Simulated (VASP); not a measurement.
# NaCl (Fm-3m) in VASP: settings compared, part 2 of 2

VASP 6.6.1. Earlier steps stand in the parts before.

## (4) Single point, r2SCAN

This run uses another cell than the first one, of 23.10 Å³/atom.

POSCAR reads:

```
NaCl
1.0
    0.0000000000      2.8481696037      2.8481696037
    2.8481696037      0.0000000000      2.8481696037
    2.8481696037      2.8481696037      0.0000000000
Na Cl
1 1
Direct
    0.5000000000      0.5000000000      0.5000000000
    0.0000000000      0.0000000000      0.0000000000
```

INCAR.step1 reads:

```
PREC = Accurate
ENCUT = 520
ISMEAR = 0
SIGMA = 0.02
LREAL = False
LASPH = True
NELM = 100
NBANDS = 14
GGA = PE
ALGO = Normal
EDIFF = 1E-4
LWAVE = True
LCHARG = False
```

INCAR.step2 reads:

```
PREC = Accurate
ENCUT = 520
EDIFF = 1E-6
ISMEAR = 0
SIGMA = 0.02
LREAL = False
LASPH = True
NELM = 100
ALGO = Normal
ISIF = 2
LWAVE = False
LCHARG = True
METAGGA = R2SCAN
LMIXTAU = True
LELF = True
LVHAR = True
NBANDS = 14
ISTART = 1
```

KPOINTS reads:

```
regular mesh
0
Gamma
  8 8 8
```

Potentials or basis: VASP PAW PBE potentials, release 64 (Na_pv, Cl).

The run is started by

```
$ cat potpaw_PBE.64/Na_pv/POTCAR potpaw_PBE.64/Cl/POTCAR > POTCAR
$ cp INCAR.step1 INCAR
$ mpirun -np 1 vasp_std > vasp.out
$ cp INCAR.step2 INCAR
$ mpirun -np 1 vasp_std > vasp.out
```

OUTCAR:

```text
PREC = Accurate
   ENCUT = 520
   EDIFF = 1E-6
   ISMEAR = 0
   LREAL = False
   LASPH = True
   NELM = 100
   ISIF = 2
   METAGGA = R2SCAN
   ISTART = 1

 ion  position               nearest neighbor table
   1  0.500  0.500  0.500-
   2  0.000  0.000  0.000-

  LATTYP: Found a face centered cubic cell.
 ALAT       =     5.6963392074

  Lattice vectors:

 A1 = (   0.0000000000,   2.8481696037,   2.8481696037)
[... 591 lines left out ...]
     14      16.0098      0.00000

 [... further k-points ...]

------------------------ aborting loop because EDIFF is reached ----------------------------------------

  FORCE on cell =-STRESS in cart. coord.  units (eV):
  Direction    XX          YY          ZZ          XY          YZ          ZX
  --------------------------------------------------------------------------------------
  -------------------------------------------------------------------------------------
  Total       -0.3962176     -0.3962176     -0.3962176      0.0000000     -0.0000000      0.0000000
  in kB      -13.7377870    -13.7377870    -13.7377870      0.0000000     -0.0000000      0.0000000
  external PRESSURE =     -13.7377870 kB  Pullay stress =       0.0000000 kB

 VOLUME and BASIS-vectors are now :
 -----------------------------------------------------------------------------
  energy-cutoff  :      520.00
  volume of cell :       46.21
      direct lattice vectors                 reciprocal lattice vectors
     0.000000000  2.848169604  2.848169604    -0.175551343  0.175551343  0.175551343
     2.848169604  0.000000000  2.848169604     0.175551343 -0.175551343  0.175551343
     2.848169604  2.848169604  0.000000000     0.175551343  0.175551343 -0.175551343

 POSITION                                       TOTAL-FORCE (eV/Angst)
 -----------------------------------------------------------------------------------
      2.84817      2.84817      2.84817        -0.000000      0.000000     -0.000000
      0.00000      0.00000      0.00000         0.000000     -0.000000      0.000000
 -----------------------------------------------------------------------------------
    total drift:                                0.000000      0.000000      0.000000

  FREE ENERGIE OF THE ION-ELECTRON SYSTEM (eV)
  ---------------------------------------------------
  free  energy   TOTEN  =       -13.7793419616 eV

  energy  without entropy=      -13.7793419616  energy(sigma->0) =      -13.77934196
```

OUTCAR.step1:

```text
PREC = Accurate
   ENCUT = 520
   ISMEAR = 0
   LREAL = False
   LASPH = True
[... 630 lines left out ...]
      2.84817      2.84817      2.84817        -0.000000      0.000000      0.000000
      0.00000      0.00000      0.00000         0.000000     -0.000000     -0.000000
 -----------------------------------------------------------------------------------
    total drift:                                0.000000      0.000000      0.000000

  FREE ENERGIE OF THE ION-ELECTRON SYSTEM (eV)
  ---------------------------------------------------
  free  energy   TOTEN  =        -6.7779006401 eV

  energy  without entropy=       -6.7779006401  energy(sigma->0) =       -6.77790064
```

OSZICAR.step1:

```text
N       E                     dE             d eps       ncg     rms          rms(c)
DAV:   1     0.868741845630E+02    0.86874E+02   -0.69013E+03   812   0.985E+02
DAV:   2     0.211076491013E+00   -0.86663E+02   -0.79018E+02   880   0.257E+02
DAV:   3    -0.686641656587E+01   -0.70775E+01   -0.70239E+01  1082   0.642E+01
DAV:   4    -0.697956910844E+01   -0.11315E+00   -0.11311E+00   938   0.883E+00
DAV:   5    -0.698207597078E+01   -0.25069E-02   -0.25067E-02  1042   0.131E+00    0.214E+00
DAV:   6    -0.678365390321E+01    0.19842E+00   -0.33441E-01   986   0.327E+00    0.159E+00
DAV:   7    -0.677196862000E+01    0.11685E-01   -0.82336E-02  1086   0.162E+00    0.109E+00
DAV:   8    -0.677789249667E+01   -0.59239E-02   -0.10413E-02   902   0.859E-01    0.298E-01
DAV:   9    -0.677777702611E+01    0.11547E-03   -0.22316E-04  1010   0.113E-01    0.167E-01
DAV:  10    -0.677791291311E+01   -0.13589E-03   -0.36573E-04   914   0.139E-01    0.731E-02
DAV:  11    -0.677790064013E+01    0.12273E-04   -0.19024E-05   562   0.392E-02
   1 F= -.67779006E+01 E0= -.67779006E+01  d E =-.269837E-43
```

Run time: 2.2 min. Hardware: 1 thread of Intel Xeon 8259CL, shared host; peak memory 0.17 GiB.

What came out:

| Quantity | Value |
| --- | --- |
| Free energy | -13.7793 eV |
| Pressure | -1.4 GPa |
| Band gap on the k mesh | 5.80 eV |

Levels at points of the mesh, in eV from the valence-band top:
| k point | band 5 | band 6 | band 7 | band 8 | band 9 | band 10 |
| --- | --- | --- | --- | --- | --- | --- |
| (0.00, 0.00, 0.00) | 0.00 | 0.00 | 0.00 | 5.80 | 11.73 | 11.73 |
| (0.50, 0.00, 0.00) | -1.83 | -0.26 | -0.26 | 7.89 | 11.37 | 11.70 |
| (0.50, 0.50, 0.00) | -1.60 | -0.58 | -0.58 | 8.36 | 8.63 | 11.98 |

Caveat: the PAW data sets were made with another functional, which shifts forces and pressure a little. A k mesh can miss the band edges.

## (5) Relaxation of cell and atoms, PBE

This run uses another cell than the first one, of 23.10 Å³/atom.

INCAR reads:

```
SYSTEM = NaCl
PREC = Accurate
ENCUT = 600
EDIFF = 1E-6
ISMEAR = 0
SIGMA = 0.01
LREAL = .False.
LASPH = .True.
NELM = 60
ALGO = Normal
ISIF = 3
LWAVE = .False.
LCHARG = .False.
GGA = PE
IBRION = 2
NSW = 80
EDIFFG = -0.001
```

KPOINTS reads:

```
Automatic mesh
0
Gamma
  8 8 8
  0 0 0
```

POSCAR is that of step 4.

Potentials or basis: VASP PAW PBE potentials, release 64 (Na_pv, Cl).

The run is started by

```
$ cat potpaw_PBE.64/Na_pv/POTCAR potpaw_PBE.64/Cl/POTCAR > POTCAR
$ mpirun -np 1 vasp_std > vasp.out
```

OUTCAR:

```text
SYSTEM = NaCl
   PREC = Accurate
   ENCUT = 600
   EDIFF = 1E-6
   ISMEAR = 0
   LREAL = .False.
   LASPH = .True.
   NELM = 60
   ISIF = 3
   GGA = PE
   IBRION = 2
   NSW = 80
   EDIFFG = -0.001

 ion  position               nearest neighbor table
   1  0.500  0.500  0.500-
   2  0.000  0.000  0.000-

  LATTYP: Found a face centered cubic cell.
 ALAT       =     5.6963392074

  Lattice vectors:

 A1 = (   0.0000000000,   2.8481696037,   2.8481696037)
 A2 = (   2.8481696037,   0.0000000000,   2.8481696037)
 A3 = (   2.8481696037,   2.8481696037,   0.0000000000)

Analysis of symmetry for initial positions (statically):
=====================================================================
 Subroutine PRICEL returns:
 Original cell was already a primitive cell.

 Routine SETGRP: Setting up the symmetry group for a
 face centered cubic supercell.

 Subroutine GETGRP returns: Found 48 space group operations
 (whereof 48 operations were pure point group operations)
 out of a pool of 48 trial point group operations.

The static configuration has the point symmetry O_h .

Analysis of symmetry for dynamics (positions and initial velocities):
=====================================================================
 Subroutine PRICEL returns:
 Original cell was already a primitive cell.

 Routine SETGRP: Setting up the symmetry group for a
 face centered cubic supercell.

 Subroutine GETGRP returns: Found 48 space group operations
 (whereof 48 operations were pure point group operations)
 out of a pool of 48 trial point group operations.

The dynamic configuration has the point symmetry O_h .

 Subroutine INISYM returns: Found 48 space group operations
 (whereof 48 operations are pure point group operations),
 and found     1 'primitive' translations

----------------------------------------------------------------------------------------

                                     Primitive cell

  volume of cell :      46.2091

  direct lattice vectors                    reciprocal lattice vectors
     0.000000000  2.848169604  2.848169604    -0.175551343  0.175551343  0.175551343
     2.848169604  0.000000000  2.848169604     0.175551343 -0.175551343  0.175551343
     2.848169604  2.848169604  0.000000000     0.175551343  0.175551343 -0.175551343

  length of vectors
     4.027920081  4.027920081  4.027920081     0.304063846  0.304063846  0.304063846

  position of ions in fractional coordinates (direct lattice)
     0.500000000  0.500000000  0.500000000
     0.000000000  0.000000000  0.000000000

  ion indices of the primitive-cell ions
   primitive index   ion index
                 1           1
                 2           2

----------------------------------------------------------------------------------------

 KPOINTS: Automatic mesh

Automatic generation of k-mesh.
 Grid dimensions read from file:
 generate k-points for:    8    8    8

 Generating k-lattice:

  Cartesian coordinates                     Fractional coordinates (reciprocal lattice)
    -0.021943918  0.021943918  0.021943918     0.125000000  0.000000000  0.000000000
     0.021943918 -0.021943918  0.021943918     0.000000000  0.125000000  0.000000000
[... 41 lines left out ...]
   number of dos      NEDOS =    301   number of ions     NIONS =      2
   total plane-waves  NPLWV =  32768
   dimension x,y,z NGX =    32 NGY =   32 NGZ =   32
   dimension x,y,z NGXF=    64 NGYF=   64 NGZF=   64
   ions per type =               1   1
   NGX,Y,Z   is equivalent  to a cutoff of  13.21, 13.21, 13.21 a.u.
   NGXF,Y,Z  is equivalent  to a cutoff of  26.41, 26.41, 26.41 a.u.
 SYSTEM =  NaCl
   PREC   = accura    normal or accurate (medium, high low for compatibility)
   ISTART =      0    job   : 0-new  1-cont  2-samecut
   ICHARG =      2    charge: 1-file 2-atom 10-const
   ISPIN  =      1    spin polarized calculation?
   LNONCOLLINEAR =      F non collinear calculations
   LSORBIT =      F    spin-orbit coupling
   LASPH  =      T    aspherical Exc in radial PAW
   ENCUT  =  600.0 eV  44.10 Ry    6.64 a.u.   8.04  8.04  8.04*2*pi/ulx,y,z
   NELM   =     60;   NELMIN=  2; NELMDL= -5     # of ELM steps
   EDIFF  = 0.1E-05   stopping-criterion for ELM
   LREAL  =      F    real-space projection
   EDIFFG = -.1E-02   stopping-criterion for IOM
   NSW    =     80    number of steps for IOM
   IBRION =      2    ionic relax: 0-MD 1-quasi-New 2-CG
   NFREE  =      1    steps in history (QN), initial steepest desc. (CG)
   ISIF   =      3    stress and relaxation
   ISYM   =      2    0-nonsym 1-usesym 2-fastsym
   POTIM  = 0.5000    time-step for ionic-motion
   TEBEG  =    0.0;   TEEND  =   0.0 temperature during run
   PSTRESS=    0.0 pullay stress
   NELECT =      14.0000    total number of electrons
   NUPDOWN=      -1.0000    fix difference up-down
   EMIN   =  10.00;   EMAX   =-10.00  energy-range for DOS
   EFERMI =   0.00;   METHOD = LEGACY
   ISMEAR =     0;   SIGMA  =   0.01  broadening in eV -4-tet -1-fermi 0-gaus
   EFERMI_NEDOS =   21; number of points for ismear=-14 and -15
   IALGO  =     38    algorithm
   IMIX   =      4    mixing-type and parameters
     AMIX     =   0.40;   BMIX     =  1.00
     AMIX_MAG =   1.60;   BMIX_MAG =  1.00
  volume/ion in A,a.u.               =      23.10       155.92
  Fermi-wavevector in a.u.,A,eV,Ry     =   1.099533  2.077816 16.449079  1.208973
  Thomas-Fermi vector in A             =   2.235929
   LORBIT       =      0    0 simple, 1 ext, 2 COOP (PROOUT), +10 PAW based schemes
   GGA     = PE    functional components
   LHFCALC =     F    Hartree Fock is set to
   AEXX    =    0.0000 exact exchange contribution
   IVDW    =     0    specifies the selected vdW correction
   LEPSILON=     F    determine dielectric tensor
   LRPA    =     F    only Hartree local field effects (RPA)
 conjugate gradient relaxation of ions
 non-spin polarized calculation
 Gauss-broadening in eV      SIGMA  =   0.01
  energy-cutoff  :      600.00
  volume of cell :       46.21
 maximum number of plane-waves:      1572
   NGX = 17   NGY = 17   NGZ = 17

 number of electron      13.9999997 magnetization

 Free energy of the ion-electron system (eV)
  ---------------------------------------------------
  ext. energy  EPLUGINS =         0.00000000
  ---------------------------------------------------
  free energy    TOTEN  =        -6.77820009 eV

  energy without entropy =       -6.77820009  energy(sigma->0) =       -6.77820009

 E-fermi :  -0.8181     XC(G=0):  -8.0397

 val. band max:       -0.9006397547   @ k =   0.0000   0.0000   0.0000
 cond. band min:       4.0938971979   @ k =   0.0000   0.0000   0.0000
 fundamental gap:      4.9945369526
 Fermi energy:        -0.8181022846

 k-point     1 :       0.0000    0.0000    0.0000
  band No.  band energies     occupation
      1     -21.7782      2.00000
      2     -21.7782      2.00000
      3     -21.7782      2.00000
      4     -13.4937      2.00000
      5      -0.9006      2.00000
      6      -0.9006      2.00000
      7      -0.9006      2.00000
      8       4.0939      0.00000
      9      10.1876      0.00000
     10      10.1876      0.00000
     11      10.1876      0.00000
[... 309 lines left out ...]
 k-point    24 :      -0.3750    0.2500    0.1250
  band No.  band energies     occupation
      1     -21.7985      2.00000
      2     -21.7853      2.00000
      3     -21.7820      2.00000
      4     -13.1560      2.00000
      5      -2.4732      2.00000
      6      -1.6225      2.00000
      7      -1.2890      2.00000
      8       7.3519      0.00000
      9       8.5054      0.00000
     10       9.2438      0.00000
     11      10.7207      0.00000

 [... further k-points ...]

------------------------ aborting loop because EDIFF is reached ----------------------------------------

  FORCE on cell =-STRESS in cart. coord.  units (eV):
  Direction    XX          YY          ZZ          XY          YZ          ZX
  --------------------------------------------------------------------------------------
  -------------------------------------------------------------------------------------
  Total       -0.0003496     -0.0003496     -0.0003496      0.0000000      0.0000000      0.0000000
  in kB       -0.0121227     -0.0121227     -0.0121227      0.0000000      0.0000000      0.0000000
  external PRESSURE =      -0.0121227 kB  Pullay stress =       0.0000000 kB

 VOLUME and BASIS-vectors are now :
 -----------------------------------------------------------------------------
  energy-cutoff  :      600.00
  volume of cell :       46.21
      direct lattice vectors                 reciprocal lattice vectors
     0.000000000  2.848169604  2.848169604    -0.175551343  0.175551343  0.175551343
     2.848169604  0.000000000  2.848169604     0.175551343 -0.175551343  0.175551343
     2.848169604  2.848169604  0.000000000     0.175551343  0.175551343 -0.175551343

 POSITION                                       TOTAL-FORCE (eV/Angst)
 -----------------------------------------------------------------------------------
      2.84817      2.84817      2.84817         0.000000     -0.000000      0.000000
      0.00000      0.00000      0.00000         0.000000      0.000000     -0.000000
 -----------------------------------------------------------------------------------
    total drift:                                0.000000     -0.000000      0.000000

  FREE ENERGIE OF THE ION-ELECTRON SYSTEM (eV)
  ---------------------------------------------------
  free  energy   TOTEN  =        -6.7782000926 eV

  energy  without entropy=       -6.7782000926  energy(sigma->0) =       -6.77820009

 reached required accuracy - stopping structural energy minimisation
```

Run time: 21 s. Hardware: 1 thread of Intel Xeon 8259CL, shared host; peak memory 0.17 GiB.

Results:

```yaml
Free_energy: -6.7782 eV
Pressure_after_relaxing: 0.0 GPa
Band_gap_on_the_k_mesh: 4.99 eV
```

Final structure:
```
Na Cl
1.0
     0.00000    2.84817    2.84817
     2.84817    0.00000    2.84817
     2.84817    2.84817    0.00000
Na Cl
1 1
Direct
  0.50000 0.50000 0.50000
  0.00000 0.00000 0.00000
```

Caveat: the relaxation stopped at its first step, so nothing moved. A k mesh can miss the band edges.

## (6) The runs side by side

| task | level | cell | cutoff (eV) | smearing | gap on the mesh (eV) | pressure (GPa) |
| --- | --- | --- | --- | --- | --- | --- |
| single point | PBE | a = 4.107 Å, angles 60.0°, 2 atoms | 520 | gaussian 0.02 eV | 4.79 | -1.2 |
| single point | PBE | a = 4.158 Å, angles 60.0°, 2 atoms | 520 | gaussian 0.02 eV | 4.66 | -1.8 |
| single point | r2SCAN | a = 4.028 Å, angles 60.0°, 2 atoms | 520 | gaussian 0.02 eV | 5.80 | -1.4 |
| relaxation of cell and atoms | PBE | relaxed from a = 4.028 Å, angles 60.0°, 2 atoms | 600 | gaussian 0.01 eV | 4.99 | 0.0 |

Alike in all rows: potentials or basis VASP PAW PBE potentials, release 64 (Na_pv, Cl); no spin polarisation; k mesh 8 × 8 × 8.

Caveats: the PAW data sets were made with another functional, which shifts forces and pressure a little (at least some runs); the relaxation stopped at its first step, so nothing moved (at least some runs).

Total energies depend on the potentials used, so only differences within one code and one set of settings carry meaning.
